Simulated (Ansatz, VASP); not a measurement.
**NiI in VASP and in Ansatz**

```
I Ni
1.0
     4.00073    0.00000    0.00000
    -2.00036    3.46473    0.00000
     0.00000    0.00000    6.77961
I Ni
2 2
Direct
  0.66667 0.33333 0.50519
  0.33333 0.66667 0.00519
  0.66667 0.33333 0.86982
  0.33333 0.66667 0.36982
```

Alike in both runs: task single point; functional PBE; k mesh 8 × 8 × 4; occupations fermi-dirac, width 0.05 eV; collinear spin.

|  | VASP | Ansatz |
| --- | --- | --- |
| version | VASP 6.6.1 | Ansatz 0.2.0 |
| potentials or method | VASP PAW PBE potentials, release 64 (I, Ni) | Ansatz PAW |
| plane-wave cutoff (eV) | 520 | 420 |
| valence electrons in the cell | 34 | 70 |

|  | VASP | Ansatz | Ansatz less VASP |
| --- | --- | --- | --- |
| gap on the k mesh at the Fermi level (eV) | none | none | - |
| pressure (GPa) | 3.0 | 3.1 | +0.06 |
| traceless stress, the component that is largest in VASP (GPa) | 0.12 | 0.10 | -0.013 |
| net moment per atom (μB) | 0.06 | 0.00 | -0.064 |
| size of the moment on the site where the two differ most (μB) | 0.10 | 0.00 | -0.099 |

Site moments also hang on the region over which each program counts them. A gap of «none» marks a metal or a gap that the smearing closes. The functional is the same, so the differences come from potentials, cutoffs and numerics. VASP's potentials hold 34 valence electrons a cell and Ansatz's 70, so a difference there can come from the potentials and not from the codes.

Spin-orbit coupling is off throughout.
